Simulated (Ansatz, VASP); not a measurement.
## Two plane-wave programs on TlInTe

```xyz
3
Lattice="4.8018 0.0000 0.0000 -2.4009 4.1585 0.0000 0.0000 0.0000 5.1532" Properties=species:S:1:pos:R:3 pbc="T T T"
Tl    0.0000    0.0000    2.5766
In    0.0000    2.7723    2.5766
Te    2.4009    1.3862    0.0000
```

Change from the starting cell: species swapped into the CaGaSi type (P-6m2, No. 187).

Alike in both runs: task relaxation of cell and atoms; functional PBE; k mesh 12 × 12 × 10; occupations gaussian, width 0.1 eV; no spin polarisation.

|  | VASP | Ansatz |
| --- | --- | --- |
| version | VASP 6.6.1 | Ansatz 0.2.0 |
| potentials or method | VASP PAW PBE potentials, release 64 (Tl_d, In_d, Te), cutoff 600 eV | scalar-relativistic, plane waves, PAW |
| valence electrons in the cell | 32 | 42 |

```tsv
	VASP	Ansatz	Ansatz less VASP
gap on the k mesh at the Fermi level, each at its own relaxed structure (eV)	none	none	-
relaxed volume (Å³/atom)	33.51	33.54	+0.024
relaxed length of the cell vector where the two differ most in proportion (Å)	4.209	4.211	+0.0021
```

A gap of «none» marks a metal or a gap that the smearing closes. VASP's potentials hold 32 valence electrons a cell and Ansatz's 42, so a difference there can come from the potentials and not from the codes.

Spin-orbit coupling is off throughout.
